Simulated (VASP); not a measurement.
# LiH (Imm2) in VASP: further runs

The runs below take LiH through single point, with PBE.

All numbers are computed with VASP 6.6.1; they aren't measurements. Logs are shortened: lines on timing, memory, paths and dates and some standing lists are left out, and cuts for length are marked.

## (1) The cell of the first run

The structure is orthorhombic, space group Imm2 (No. 44). Conventional cell: a = 2.874 Å, b = 4.065 Å, c = 2.874 Å, α = 90.00°, β = 90.00°, γ = 90.00°. Within 2.4 Å of Li (site symmetry mm2) lie 6 H at 1.84 to 2.24 Å. Within 2.4 Å of H (site symmetry mm2) lie 6 Li at 1.84 to 2.24 Å.

## (2) Single point, PBE (atom 1 (Li) moved by (-0.200, -0.200) A along y and z)

The input, INCAR:

```
SYSTEM = LiH
PREC = Accurate
ENCUT = 520
EDIFF = 1E-6
ISMEAR = 0
SIGMA = 0.05
LREAL = .False.
LASPH = .True.
NELM = 80
ALGO = Normal
ISIF = 2
LWAVE = .False.
LCHARG = .False.
GGA = PE
NBANDS = 9
```

The input, KPOINTS:

```
regular mesh
0
Gamma
  10 10 10
  0 0 0
```

The input, POSCAR:

```
LiH
1.0
    0.0000000000      2.0325000000      2.0325000000
    2.0325000000      0.0000000000      2.0325000000
    2.0325000000      2.0325000000      0.0000000000
Li H
1 1
Direct
   -0.0984009840      0.0000000000      0.0000000000
    0.5000000000      0.5000000000      0.5000000000
```

Potentials or basis: VASP PAW PBE potentials, release 64 (Li_sv, H).

Command:

```console
cat potpaw_PBE.64/Li_sv/POTCAR potpaw_PBE.64/H/POTCAR > POTCAR
mpirun -np 1 vasp_std > vasp.out
```

OUTCAR:

```text
SYSTEM = LiH
   PREC = Accurate
   ENCUT = 520
   EDIFF = 1E-6
   ISMEAR = 0
   LREAL = .False.
   LASPH = .True.
   NELM = 80
   ISIF = 2
   GGA = PE

 ion  position               nearest neighbor table
   1  0.902  0.000  0.000-
   2  0.500  0.500  0.500-

  LATTYP: Found a face centered cubic cell.
 ALAT       =     4.0650000000

  Lattice vectors:

 A1 = (   0.0000000000,   2.0325000000,   2.0325000000)
 A2 = (   2.0325000000,   0.0000000000,   2.0325000000)
 A3 = (   2.0325000000,   2.0325000000,   0.0000000000)

Analysis of symmetry for initial positions (statically):
=====================================================================
 Subroutine PRICEL returns:
 Original cell was already a primitive cell.

 Routine SETGRP: Setting up the symmetry group for a
 face centered cubic supercell.

 Subroutine GETGRP returns: Found  4 space group operations
 (whereof  4 operations were pure point group operations)
 out of a pool of 48 trial point group operations.

The static configuration has the point symmetry C_2v.

Analysis of symmetry for dynamics (positions and initial velocities):
=====================================================================
 Subroutine PRICEL returns:
 Original cell was already a primitive cell.

 Routine SETGRP: Setting up the symmetry group for a
 face centered cubic supercell.

 Subroutine GETGRP returns: Found  4 space group operations
 (whereof  4 operations were pure point group operations)
 out of a pool of 48 trial point group operations.

The dynamic configuration has the point symmetry C_2v.

 Subroutine INISYM returns: Found  4 space group operations
 (whereof  4 operations are pure point group operations),
 and found     1 'primitive' translations

----------------------------------------------------------------------------------------

                                     Primitive cell

  volume of cell :      16.7927

  direct lattice vectors                    reciprocal lattice vectors
     0.000000000  2.032500000  2.032500000    -0.246002460  0.246002460  0.246002460
     2.032500000  0.000000000  2.032500000     0.246002460 -0.246002460  0.246002460
     2.032500000  2.032500000  0.000000000     0.246002460  0.246002460 -0.246002460

  length of vectors
     2.874389066  2.874389066  2.874389066     0.426088760  0.426088760  0.426088760

  position of ions in fractional coordinates (direct lattice)
     0.901599016  0.000000000  0.000000000
     0.500000000  0.500000000  0.500000000

  ion indices of the primitive-cell ions
   primitive index   ion index
                 1           1
                 2           2

----------------------------------------------------------------------------------------

 KPOINTS: regular mesh

Automatic generation of k-mesh.
 Grid dimensions read from file:
 generate k-points for:   10   10   10

 Generating k-lattice:

  Cartesian coordinates                     Fractional coordinates (reciprocal lattice)
    -0.024600246  0.024600246  0.024600246     0.100000000  0.000000000  0.000000000
     0.024600246 -0.024600246  0.024600246     0.000000000  0.100000000  0.000000000
     0.024600246  0.024600246 -0.024600246     0.000000000  0.000000000  0.100000000

  Length of vectors
     0.042608876  0.042608876  0.042608876

  Shift w.r.t. Gamma in fractional coordinates (k-lattice)
     0.000000000  0.000000000  0.000000000

 Subroutine IBZKPT returns following result:
 ===========================================

 Found    171 irreducible k-points:

 Following reciprocal coordinates:
            Coordinates               Weight
  0.000000  0.000000  0.000000      1.000000
  0.100000  0.000000  0.000000      4.000000
  0.000000  0.100000  0.000000      4.000000
  0.200000  0.000000  0.000000      4.000000
  0.000000  0.200000  0.000000      4.000000
  0.300000  0.000000  0.000000      4.000000
[... 16 lines left out ...]
  0.000000  0.400000  0.100000      4.000000
  0.100000  0.000000  0.400000      8.000000
 [... further k-points ...]
   k-points           NKPTS =    171   k-points in BZ     NKDIM =    171   number of bands    NBANDS=      9
   number of dos      NEDOS =    301   number of ions     NIONS =      2
   total plane-waves  NPLWV =  13824
   dimension x,y,z NGX =    24 NGY =   24 NGZ =   24
   dimension x,y,z NGXF=    48 NGYF=   48 NGZF=   48
   ions per type =               1   1
   NGX,Y,Z   is equivalent  to a cutoff of  13.88, 13.88, 13.88 a.u.
   NGXF,Y,Z  is equivalent  to a cutoff of  27.76, 27.76, 27.76 a.u.
 SYSTEM =  LiH
   PREC   = accura    normal or accurate (medium, high low for compatibility)
   ISTART =      0    job   : 0-new  1-cont  2-samecut
   ICHARG =      2    charge: 1-file 2-atom 10-const
   ISPIN  =      1    spin polarized calculation?
   LNONCOLLINEAR =      F non collinear calculations
   LSORBIT =      F    spin-orbit coupling
   LASPH  =      T    aspherical Exc in radial PAW
   ENCUT  =  520.0 eV  38.22 Ry    6.18 a.u.   5.34  5.34  5.34*2*pi/ulx,y,z
   NELM   =     80;   NELMIN=  2; NELMDL= -5     # of ELM steps
   EDIFF  = 0.1E-05   stopping-criterion for ELM
   LREAL  =      F    real-space projection
   EDIFFG = 0.1E-04   stopping-criterion for IOM
   NSW    =      0    number of steps for IOM
   IBRION =     -1    ionic relax: 0-MD 1-quasi-New 2-CG
   NFREE  =      0    steps in history (QN), initial steepest desc. (CG)
   ISIF   =      2    stress and relaxation
   ISYM   =      2    0-nonsym 1-usesym 2-fastsym
   POTIM  = 0.5000    time-step for ionic-motion
   TEBEG  =    0.0;   TEEND  =   0.0 temperature during run
   PSTRESS=    0.0 pullay stress
   NELECT =       4.0000    total number of electrons
   NUPDOWN=      -1.0000    fix difference up-down
   EMIN   =  10.00;   EMAX   =-10.00  energy-range for DOS
   EFERMI =   0.00;   METHOD = LEGACY
   ISMEAR =     0;   SIGMA  =   0.05  broadening in eV -4-tet -1-fermi 0-gaus
   EFERMI_NEDOS =   21; number of points for ismear=-14 and -15
   IALGO  =     38    algorithm
   IMIX   =      4    mixing-type and parameters
     AMIX     =   0.40;   BMIX     =  1.00
     AMIX_MAG =   1.60;   BMIX_MAG =  1.00
  volume/ion in A,a.u.               =       8.40        56.66
  Fermi-wavevector in a.u.,A,eV,Ry     =   1.014817  1.917726 14.012000  1.029853
  Thomas-Fermi vector in A             =   2.148066
   LORBIT       =      0    0 simple, 1 ext, 2 COOP (PROOUT), +10 PAW based schemes
   GGA     = PE    functional components
   LHFCALC =     F    Hartree Fock is set to
   AEXX    =    0.0000 exact exchange contribution
   IVDW    =     0    specifies the selected vdW correction
   LEPSILON=     F    determine dielectric tensor
   LRPA    =     F    only Hartree local field effects (RPA)
 non-spin polarized calculation
 Gauss-broadening in eV      SIGMA  =   0.05
  energy-cutoff  :      520.00
  volume of cell :       16.79
 maximum number of plane-waves:       465
 NGX is ok and might be reduce to    24
   NGX = 11   NGY = 11   NGZ = 11

 number of electron       4.0000000 magnetization

 Free energy of the ion-electron system (eV)
  ---------------------------------------------------
  ext. energy  EPLUGINS =         0.00000000
  ---------------------------------------------------
  free energy    TOTEN  =        -6.08316175 eV

  energy without entropy =       -6.08316175  energy(sigma->0) =       -6.08316175

 E-fermi :   0.3008     XC(G=0):  -8.3552

 val. band max:       -0.1176326906   @ k =   0.0000   0.5000   0.5000
 cond. band min:       2.9210922979   @ k =   0.0000   0.5000   0.5000
 fundamental gap:      3.0387249885
 Fermi energy:         0.3008427241

 k-point     1 :       0.0000    0.0000    0.0000
  band No.  band energies     occupation
      1     -44.4054      2.00000
      2      -5.3543      2.00000
      3      14.4542      0.00000
      4      17.2590      0.00000
      5      17.4953      0.00000
      6      18.7696      0.00000
      7      21.7344      0.00000
      8      21.7889      0.00000
      9      22.0120      0.00000

 k-point     2 :       0.1000    0.0000    0.0000
  band No.  band energies     occupation
      1     -44.4016      2.00000
      2      -5.1785      2.00000
      3      13.3491      0.00000
      4      16.5453      0.00000
      5      16.8917      0.00000
      6      17.8894      0.00000
      7      21.4164      0.00000
      8      22.5091      0.00000
      9      22.7967      0.00000

 k-point     3 :       0.0000    0.1000    0.0000
  band No.  band energies     occupation
      1     -44.4015      2.00000
      2      -5.1834      2.00000
      3      13.5661      0.00000
      4      15.8895      0.00000
      5      17.0137      0.00000
      6      18.3177      0.00000
      7      21.3260      0.00000
      8      22.6088      0.00000
      9      22.6720      0.00000

 k-point     4 :       0.2000    0.0000    0.0000
  band No.  band energies     occupation
      1     -44.3917      2.00000
      2      -4.6644      2.00000
      3      10.5752      0.00000
      4      15.2522      0.00000
      5      16.2834      0.00000
      6      16.8643      0.00000
      7      22.1469      0.00000
      8      22.5378      0.00000
      9      22.6650      0.00000

 k-point     5 :       0.0000    0.2000    0.0000
  band No.  band energies     occupation
      1     -44.3916      2.00000
      2      -4.6845      2.00000
      3      10.8445      0.00000
      4      14.5910      0.00000
      5      16.3567      0.00000
      6      17.2779      0.00000
      7      22.0105      0.00000
      8      22.6892      0.00000
      9      22.7910      0.00000

 k-point     6 :       0.3000    0.0000    0.0000
  band No.  band energies     occupation
      1     -44.3794      2.00000
      2      -3.8678      2.00000
      3       7.6389      0.00000
      4      14.3181      0.00000
      5      15.8920      0.00000
      6      16.2421      0.00000
      7      20.5445      0.00000
      8      20.7231      0.00000
      9      23.7695      0.00000
[... 169 lines left out ...]
 k-point    21 :       0.2000   -0.1000   -0.1000
  band No.  band energies     occupation
      1     -44.3811      2.00000
      2      -3.9869      2.00000
      3       8.5395      0.00000
      4      13.6751      0.00000
      5      14.1998      0.00000
      6      17.1157      0.00000
      7      21.2004      0.00000
      8      21.9708      0.00000
      9      23.6457      0.00000

 k-point    22 :       0.4000    0.1000    0.0000
  band No.  band energies     occupation
      1     -44.3703      2.00000
      2      -3.0874      2.00000
      3       6.0708      0.00000
      4      12.4913      0.00000
      5      14.3970      0.00000
      6      16.1151      0.00000
      7      20.6559      0.00000
      8      22.0793      0.00000
      9      23.9984      0.00000

 k-point    23 :       0.0000    0.4000    0.1000
  band No.  band energies     occupation
      1     -44.3700      2.00000
      2      -3.1462      2.00000
      3       6.2906      0.00000
      4      12.0123      0.00000
      5      14.8137      0.00000
      6      16.2716      0.00000
      7      20.1147      0.00000
      8      22.5404      0.00000
      9      23.8315      0.00000

 k-point    24 :       0.1000    0.0000    0.4000
  band No.  band energies     occupation
      1     -44.3699      2.00000
      2      -3.1669      2.00000
      3       6.3465      0.00000
      4      12.2886      0.00000
      5      14.3562      0.00000
      6      16.1471      0.00000
      7      20.7326      0.00000
      8      22.1552      0.00000
      9      23.9696      0.00000

 [... further k-points ...]
[... 5 lines left out ...]
  --------------------------------------------------------------------------------------
  -------------------------------------------------------------------------------------
  Total       -0.2683230      0.0490966      0.0490966      0.0000000     -0.0424836      0.0000000
  in kB      -25.6004018      4.6842539      4.6842539      0.0000000     -4.0533120      0.0000000
  external PRESSURE =      -5.4106313 kB  Pullay stress =       0.0000000 kB

 VOLUME and BASIS-vectors are now :
 -----------------------------------------------------------------------------
  energy-cutoff  :      520.00
  volume of cell :       16.79
      direct lattice vectors                 reciprocal lattice vectors
     0.000000000  2.032500000  2.032500000    -0.246002460  0.246002460  0.246002460
     2.032500000  0.000000000  2.032500000     0.246002460 -0.246002460  0.246002460
     2.032500000  2.032500000  0.000000000     0.246002460  0.246002460 -0.246002460

 POSITION                                       TOTAL-FORCE (eV/Angst)
 -----------------------------------------------------------------------------------
      0.00000      1.83250      1.83250         0.000000      0.215915      0.215915
      2.03250      2.03250      2.03250        -0.000000     -0.215915     -0.215915
 -----------------------------------------------------------------------------------
    total drift:                               -0.000004      0.000169      0.000168

  FREE ENERGIE OF THE ION-ELECTRON SYSTEM (eV)
  ---------------------------------------------------
  free  energy   TOTEN  =        -6.0831617457 eV

  energy  without entropy=       -6.0831617457  energy(sigma->0) =       -6.08316175
```

Run time: 31 s. Hardware: 1 thread of Intel Xeon 8259CL, shared host; peak memory 0.15 GiB.

Results:

```yaml
Free_energy: -6.0832 eV
Largest_force: 0.305 eV/Å
Band_gap_on_the_k_mesh: 3.04 eV
```

Forces on the atoms (eV/Å):
```
Li   0.000  0.216  0.216
H    0.000 -0.216 -0.216
```

Caveat: the cell differs from its parent crystal (atom 1 (Li) moved by (-0.200, -0.200) A along y and z); the cutoff is under 1.25 times the usual one of these potentials, so pressure, stress and relaxed cells hold a basis-set (Pulay) error. A k mesh can miss the band edges.

## (3) Single point, PBE (atom 1 (Li) moved by (-0.100, -0.100) A along y and z)

The input, INCAR:

```
  PREC = Accurate
  ENCUT = 520
  EDIFF = 1E-6
  ISMEAR = 0
  SIGMA = 0.05
  LREAL = False
  LASPH = True
  NELM = 100
  ALGO = Normal
  ISIF = 2
  LWAVE = False
  LCHARG = False
  GGA = PE
  NBANDS = 9
```

The input, KPOINTS:

```
Automatic mesh
0
Gamma
  10 10 10
```

Edit POSCAR of step 2 so:

```diff
@@ -8,3 +8,3 @@
 Direct
-   -0.0984009840      0.0000000000      0.0000000000
+   -0.0492004920      0.0000000000      0.0000000000
     0.5000000000      0.5000000000      0.5000000000
```

Potentials or basis: VASP PAW PBE potentials, release 64 (Li_sv, H).

Command:

```console
cat potpaw_PBE.64/Li_sv/POTCAR potpaw_PBE.64/H/POTCAR > POTCAR
mpirun -np 1 vasp_std > vasp.out
```

It took 32 s on 1 thread of Intel Xeon 8259CL, shared host; peak memory 0.15 GiB.

The run converged. Its results:

| Item | Value |
| --- | --- |
| Free energy | -6.1141 eV |
| Largest force | 0.139 eV/Å |
| Band gap on the k mesh | 3.02 eV |

Forces in eV/Å, atoms in the order of the input:
```
Li   0.000  0.098  0.098
H    0.000 -0.098 -0.098
```

Levels at points of the mesh, in eV from the valence-band top:
| k point | band 1 | band 2 | band 3 | band 4 | band 5 | band 6 |
| --- | --- | --- | --- | --- | --- | --- |
| (0.00, 0.00, 0.00) | -44.32 | -5.26 | 15.20 | 17.45 | 17.51 | 17.94 |
| (0.50, 0.00, 0.00) | -44.28 | -2.49 | 4.75 | 13.39 | 16.07 | 16.13 |
| (0.00, 0.50, 0.00) | -44.28 | -2.52 | 4.83 | 13.32 | 16.08 | 16.08 |
| (0.50, 0.50, 0.00) | -44.27 | -0.06 | 3.11 | 10.59 | 10.63 | 13.71 |
| (0.00, 0.50, 0.50) | -44.27 | 0.00 | 3.02 | 10.60 | 10.61 | 13.69 |

Caveat: the cell differs from its parent crystal (atom 1 (Li) moved by (-0.100, -0.100) A along y and z); the cutoff is under 1.25 times the usual one of these potentials, so pressure, stress and relaxed cells hold a basis-set (Pulay) error.
